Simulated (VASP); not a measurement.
# TaPbSe3 (Pm-3m) in VASP: single point with r2SCAN

Aim: the single point of TaPbSe3 with r2SCAN.

Everything below comes from runs of VASP 6.6.1. Logs are shortened: lines on timing, memory, paths and dates and some standing lists are left out, and cuts for length are marked.

## Step 1: The cell of the first run

The structure is cubic, space group Pm-3m (No. 221). Conventional cell: a = 5.271 Å, b = 5.271 Å, c = 5.271 Å, α = 90.00°, β = 90.00°, γ = 90.00°. Within 4.9 Å of Ta (site symmetry m-3m) lie 12 Se at 3.73 Å and 8 Pb at 4.56 Å. Pb (site symmetry m-3m) has 6 Se at 2.64 Å within 3.5 Å. Within 3.5 Å of Se (site symmetry 4/mmm) lie 2 Pb at 2.64 Å.

## Step 2: Single point, r2SCAN, collinear spin

POSCAR

```
TaPbSe3
1.0
    5.2709876681      0.0000000000      0.0000000000
    0.0000000000      5.2709876681      0.0000000000
    0.0000000000      0.0000000000      5.2709876681
Ta Pb Se
1 1 3
Direct
    0.0000000000      0.0000000000      0.0000000000
    0.5000000000      0.5000000000      0.5000000000
    0.0000000000      0.5000000000      0.5000000000
    0.5000000000      0.0000000000      0.5000000000
    0.5000000000      0.5000000000      0.0000000000
```

INCAR.step1

```
  PREC = Accurate
  ENCUT = 520
  ISMEAR = 0
  SIGMA = 0.1
  LREAL = F
  LASPH = T
  NELM = 150
  ISPIN = 2
  MAGMOM = 2.51 0 -0.15 -0.15 -0.15
  LMAXMIX = 4
  NBANDS = 34
  GGA = PE
  ALGO = Normal
  EDIFF = 1E-4
  LWAVE = T
  LCHARG = F
```

INCAR.step2

```
  PREC = Accurate
  ENCUT = 520
  EDIFF = 1E-6
  ISMEAR = 0
  SIGMA = 0.1
  LREAL = F
  LASPH = T
  NELM = 150
  ALGO = Normal
  ISIF = 2
  LWAVE = F
  LCHARG = F
  ISPIN = 2
  MAGMOM = 2.51 0 -0.15 -0.15 -0.15
  LORBIT = 11
  LMAXMIX = 4
  METAGGA = R2SCAN
  LMIXTAU = T
  NBANDS = 34
  ISTART = 1
```

KPOINTS

```
Automatic mesh
0
Gamma
  4 4 4
```

Potentials or basis: VASP PAW PBE potentials, release 64 (Ta_pv, Pb_d, Se).

Started as:

```console
$ cat potpaw_PBE.64/Ta_pv/POTCAR potpaw_PBE.64/Pb_d/POTCAR potpaw_PBE.64/Se/POTCAR > POTCAR
$ cp INCAR.step1 INCAR
$ mpirun -np 1 vasp_std > vasp.out
$ cp INCAR.step2 INCAR
$ mpirun -np 1 vasp_std > vasp.out
```

OUTCAR:

```text
PREC = Accurate
   ENCUT = 520
   EDIFF = 1E-6
   ISMEAR = 0
   LREAL = F
   LASPH = T
   NELM = 150
   ISIF = 2
   ISPIN = 2
   LORBIT = 11
   METAGGA = R2SCAN
   ISTART = 1

 ion  position               nearest neighbor table
   1  0.000  0.000  0.000-
   2  0.500  0.500  0.500-   3 2.64   4 2.64   5 2.64   5 2.64   4 2.64   3 2.64
   3  0.000  0.500  0.500-   2 2.64   2 2.64
   4  0.500  0.000  0.500-   2 2.64   2 2.64
   5  0.500  0.500  0.000-   2 2.64   2 2.64

  LATTYP: Found a simple cubic cell.
 ALAT       =     5.2709876681

  Lattice vectors:

 A1 = (   5.2709876681,   0.0000000000,   0.0000000000)
 A2 = (   0.0000000000,   5.2709876681,   0.0000000000)
 A3 = (   0.0000000000,   0.0000000000,   5.2709876681)

Analysis of symmetry for initial positions (statically):
=====================================================================
 Subroutine PRICEL returns:
 Original cell was already a primitive cell.

 Routine SETGRP: Setting up the symmetry group for a
 simple cubic supercell.

 Subroutine GETGRP returns: Found 48 space group operations
 (whereof 48 operations were pure point group operations)
 out of a pool of 48 trial point group operations.

The static configuration has the point symmetry O_h .

Analysis of symmetry for dynamics (positions and initial velocities):
=====================================================================
 Subroutine PRICEL returns:
 Original cell was already a primitive cell.

 Routine SETGRP: Setting up the symmetry group for a
 simple cubic supercell.

 Subroutine GETGRP returns: Found 48 space group operations
 (whereof 48 operations were pure point group operations)
 out of a pool of 48 trial point group operations.

The dynamic configuration has the point symmetry O_h .

Analysis of structural, dynamic, and magnetic symmetry:
=====================================================================
 Subroutine PRICEL returns:
 Original cell was already a primitive cell.

 Routine SETGRP: Setting up the symmetry group for a
 simple cubic supercell.

 Subroutine GETGRP returns: Found 48 space group operations
 (whereof 48 operations were pure point group operations)
 out of a pool of 48 trial point group operations.

The overall configuration has the point symmetry O_h .

 Subroutine INISYM returns: Found 48 space group operations
 (whereof 48 operations are pure point group operations),
 and found     1 'primitive' translations

----------------------------------------------------------------------------------------

                                     Primitive cell

  volume of cell :     146.4455

  direct lattice vectors                    reciprocal lattice vectors
     5.270987668  0.000000000  0.000000000     0.189717765  0.000000000  0.000000000
     0.000000000  5.270987668  0.000000000     0.000000000  0.189717765  0.000000000
     0.000000000  0.000000000  5.270987668     0.000000000  0.000000000  0.189717765

  length of vectors
     5.270987668  5.270987668  5.270987668     0.189717765  0.189717765  0.189717765

  position of ions in fractional coordinates (direct lattice)
     0.000000000  0.000000000  0.000000000
     0.500000000  0.500000000  0.500000000
     0.000000000  0.500000000  0.500000000
     0.500000000  0.000000000  0.500000000
     0.500000000  0.500000000  0.000000000

  ion indices of the primitive-cell ions
   primitive index   ion index
                 1           1
                 2           2
                 3           3
                 4           4
                 5           5

----------------------------------------------------------------------------------------

 KPOINTS: Automatic mesh

Automatic generation of k-mesh.
 Grid dimensions read from file:
 generate k-points for:    4    4    4

 Generating k-lattice:

  Cartesian coordinates                     Fractional coordinates (reciprocal lattice)
     0.047429441  0.000000000  0.000000000     0.250000000  0.000000000  0.000000000
     0.000000000  0.047429441  0.000000000     0.000000000  0.250000000  0.000000000
     0.000000000  0.000000000  0.047429441     0.000000000  0.000000000  0.250000000

  Length of vectors
     0.047429441  0.047429441  0.047429441

  Shift w.r.t. Gamma in fractional coordinates (k-lattice)
     0.000000000  0.000000000  0.000000000

 Subroutine IBZKPT returns following result:
 ===========================================

 Found     10 irreducible k-points:

 Following reciprocal coordinates:
            Coordinates               Weight
  0.000000  0.000000  0.000000      1.000000
  0.250000  0.000000  0.000000      6.000000
  0.500000  0.000000  0.000000      3.000000
  0.250000  0.250000  0.000000     12.000000
  0.500000  0.250000  0.000000     12.000000
  0.500000  0.500000  0.000000      3.000000
  0.250000  0.250000  0.250000      8.000000
  0.500000  0.250000  0.250000     12.000000
  0.500000  0.500000  0.250000      6.000000
  0.500000  0.500000  0.500000      1.000000
   k-points           NKPTS =     10   k-points in BZ     NKDIM =     10   number of bands    NBANDS=     34
   number of dos      NEDOS =    301   number of ions     NIONS =      5
   total plane-waves  NPLWV =  64000
   dimension x,y,z NGX =    40 NGY =   40 NGZ =   40
   dimension x,y,z NGXF=    80 NGYF=   80 NGZF=   80
   ions per type =               1   1   3
   NGX,Y,Z   is equivalent  to a cutoff of  12.62, 12.62, 12.62 a.u.
   NGXF,Y,Z  is equivalent  to a cutoff of  25.23, 25.23, 25.23 a.u.
 SYSTEM =  unknown system
   PREC   = accura    normal or accurate (medium, high low for compatibility)
   ISTART =      1    job   : 0-new  1-cont  2-samecut
   ICHARG =      0    charge: 1-file 2-atom 10-const
   ISPIN  =      2    spin polarized calculation?
   LNONCOLLINEAR =      F non collinear calculations
   LSORBIT =      F    spin-orbit coupling
   LASPH  =      T    aspherical Exc in radial PAW
   ENCUT  =  520.0 eV  38.22 Ry    6.18 a.u.   9.80  9.80  9.80*2*pi/ulx,y,z
   NELM   =    150;   NELMIN=  2; NELMDL=  0     # of ELM steps
   EDIFF  = 0.1E-05   stopping-criterion for ELM
   LREAL  =      F    real-space projection
[... 7 lines left out ...]
   TEBEG  =    0.0;   TEEND  =   0.0 temperature during run
   PSTRESS=    0.0 pullay stress
   NELECT =      43.0000    total number of electrons
   NUPDOWN=      -1.0000    fix difference up-down
   EMIN   =  10.00;   EMAX   =-10.00  energy-range for DOS
   EFERMI =   0.00;   METHOD = LEGACY
   ISMEAR =     0;   SIGMA  =   0.10  broadening in eV -4-tet -1-fermi 0-gaus
   EFERMI_NEDOS =   21; number of points for ismear=-14 and -15
   IALGO  =     38    algorithm
   IMIX   =      4    mixing-type and parameters
     AMIX     =   0.40;   BMIX     =  1.00
     AMIX_MAG =   1.60;   BMIX_MAG =  1.00
  volume/ion in A,a.u.               =      29.29       197.65
  Fermi-wavevector in a.u.,A,eV,Ry     =   1.088109  2.056227 16.109036  1.183981
  Thomas-Fermi vector in A             =   2.224283
   LORBIT       =     11    0 simple, 1 ext, 2 COOP (PROOUT), +10 PAW based schemes
   METAGGA = R2SCAN    functional components
   LHFCALC =     F    Hartree Fock is set to
   AEXX    =    0.0000 exact exchange contribution
   IVDW    =     0    specifies the selected vdW correction
   LEPSILON=     F    determine dielectric tensor
   LRPA    =     F    only Hartree local field effects (RPA)
 spin polarized calculation
 Gauss-broadening in eV      SIGMA  =   0.10
  energy-cutoff  :      520.00
  volume of cell :      146.45
 maximum number of plane-waves:      3952
 NGX is ok and might be reduce to    40
   NGX = 19   NGY = 19   NGZ = 19

 number of electron      42.9999988 magnetization       2.1562577

 Free energy of the ion-electron system (eV)
  ---------------------------------------------------
  ext. energy  EPLUGINS =         0.00000000
  ---------------------------------------------------
  free energy    TOTEN  =      -142.05558541 eV

  energy without entropy =     -142.04109134  energy(sigma->0) =     -142.04833837

 E-fermi :   3.0638     XC(G=0):  -9.6970

 val. band max:        2.9875293590   @ k =   0.5000   0.2500   0.2500
 cond. band min:       3.0891950406   @ k =   0.2500   0.2500   0.2500
 fundamental gap:      0.1016656817
 Fermi energy:         3.0637772340

 spin component 1

 k-point     1 :       0.0000    0.0000    0.0000
  band No.  band energies     occupation
      1     -34.5925      1.00000
      2     -34.5924      1.00000
      3     -34.5924      1.00000
      4     -14.8558      1.00000
      5     -14.8558      1.00000
      6     -14.4242      1.00000
[... 25 lines left out ...]
     32       9.9668      0.00000
     33       9.9668      0.00000
[... 292 lines left out ...]
      2     -34.5927      1.00000
      3     -34.5927      1.00000
      4     -14.6952      1.00000
      5     -14.6952      1.00000
      6     -14.4356      1.00000
[... 25 lines left out ...]
     32       9.7714      0.00000
     33       9.7714      0.00000
 Fermi energy:         3.0637772340

 spin component 2

 k-point     1 :       0.0000    0.0000    0.0000
  band No.  band energies     occupation
      1     -33.0176      1.00000
      2     -33.0176      1.00000
      3     -33.0176      1.00000
      4     -14.8778      1.00000
      5     -14.8778      1.00000
      6     -14.4328      1.00000
[... 25 lines left out ...]
     32      10.6503      0.00000
     33      11.4516      0.00000
[... 292 lines left out ...]
      2     -33.0178      1.00000
      3     -33.0178      1.00000
      4     -14.7025      1.00000
      5     -14.7025      1.00000
      6     -14.4448      1.00000
[... 25 lines left out ...]
     32      11.0983      0.00000
     33      11.0983      0.00000
 [bands above 33 left out]

------------------------ aborting loop because EDIFF is reached ----------------------------------------

  FORCE on cell =-STRESS in cart. coord.  units (eV):
  Direction    XX          YY          ZZ          XY          YZ          ZX
  --------------------------------------------------------------------------------------
  -------------------------------------------------------------------------------------
  Total        0.1516861      0.1516861      0.1516861      0.0000000     -0.0000000      0.0000000
  in kB        1.6595123      1.6595123      1.6595123      0.0000000     -0.0000000      0.0000000
  external PRESSURE =       1.6595123 kB  Pullay stress =       0.0000000 kB

 VOLUME and BASIS-vectors are now :
 -----------------------------------------------------------------------------
  energy-cutoff  :      520.00
  volume of cell :      146.45
      direct lattice vectors                 reciprocal lattice vectors
     5.270987668  0.000000000  0.000000000     0.189717765  0.000000000  0.000000000
     0.000000000  5.270987668  0.000000000     0.000000000  0.189717765  0.000000000
     0.000000000  0.000000000  5.270987668     0.000000000  0.000000000  0.189717765

 POSITION                                       TOTAL-FORCE (eV/Angst)
 -----------------------------------------------------------------------------------
      0.00000      0.00000      0.00000         0.000000      0.000000      0.000000
      2.63549      2.63549      2.63549         0.000000      0.000000      0.000000
      0.00000      2.63549      2.63549         0.000000      0.000000      0.000000
      2.63549      0.00000      2.63549         0.000000      0.000000      0.000000
      2.63549      2.63549      0.00000         0.000000      0.000000      0.000000
 -----------------------------------------------------------------------------------
    total drift:                               -0.000000      0.000000     -0.000000

  FREE ENERGIE OF THE ION-ELECTRON SYSTEM (eV)
  ---------------------------------------------------
  free  energy   TOTEN  =      -142.0555854072 eV

  energy  without entropy=     -142.0410913413  energy(sigma->0) =     -142.04833837

 total charge

# of ion       s       p       d       tot
------------------------------------------
    1        0.244   5.950   2.150   8.344
    2        1.270   0.896   9.909  12.075
    3        1.483   2.334   0.026   3.843
    4        1.483   2.334   0.026   3.843
    5        1.483   2.334   0.026   3.843
--------------------------------------------------
tot          5.962  13.848  12.138  31.949

 magnetization (x)

# of ion       s       p       d       tot
------------------------------------------
    1        0.138   0.010   1.935   2.082
    2       -0.010   0.004  -0.001  -0.007
    3       -0.000  -0.208   0.002  -0.206
    4       -0.000  -0.208   0.002  -0.206
    5       -0.000  -0.208   0.002  -0.206
--------------------------------------------------
tot          0.127  -0.611   1.939   1.456
```

Wall time 4.6 min (1 thread of Intel Xeon Platinum 8375C at 2.90GHz (Ice Lake), shared host); peak memory 0.36 GiB.

Results:

* Free energy: -142.0556 eV
* Pressure: 0.2 GPa
* Net moment: 2.16 μB per cell
* Site moments: Ta +2.08; Pb -0.01; Se -0.21 μB
* Valence electrons inside the program's atomic spheres: Ta 8.34; Pb 12.07; Se 3.84

Levels at points of the mesh, in eV from the Fermi level:
Spin up:
| k point | band 20 | band 21 | band 22 | band 23 | band 24 | band 25 | band 26 | band 27 |
| --- | --- | --- | --- | --- | --- | --- | --- | --- |
| (0.00, 0.00, 0.00) | -1.12 | -1.12 | -1.08 | -1.08 | -1.08 | -0.21 | -0.21 | -0.21 |
| (0.50, 0.00, 0.00) | -1.54 | -0.92 | -0.18 | 0.25 | 0.80 | 0.92 | 0.92 | 0.97 |
| (0.50, 0.50, 0.00) | -0.99 | -0.61 | -0.16 | 0.57 | 0.92 | 0.92 | 1.04 | 2.77 |
| (0.50, 0.50, 0.50) | -0.59 | -0.10 | -0.10 | -0.10 | 0.15 | 0.15 | 0.15 | 2.93 |
Spin down:
```
           k point  band 16  band 17  band 18  band 19  band 20  band 21  band 22  band 23  band 24  band 25
(0.00, 0.00, 0.00)    -1.48    -1.48    -1.48    -1.35    -1.35    -1.35     0.52     1.60     1.60     1.60
(0.50, 0.00, 0.00)    -2.06    -2.06    -2.06    -1.54    -1.54     0.89     1.67     1.86     2.47     2.47
(0.50, 0.50, 0.00)    -2.42    -2.19    -2.19    -0.76    -0.41     1.46     1.93     2.50     2.50     2.78
(0.50, 0.50, 0.50)    -0.73    -0.73    -0.28    -0.28    -0.28     0.49     1.70     1.70     1.70     2.47
```

Caveat: the PAW data sets were made with another functional, which shifts forces and pressure a little; spin-orbit coupling is left out, which moves the levels of the heavy elements.
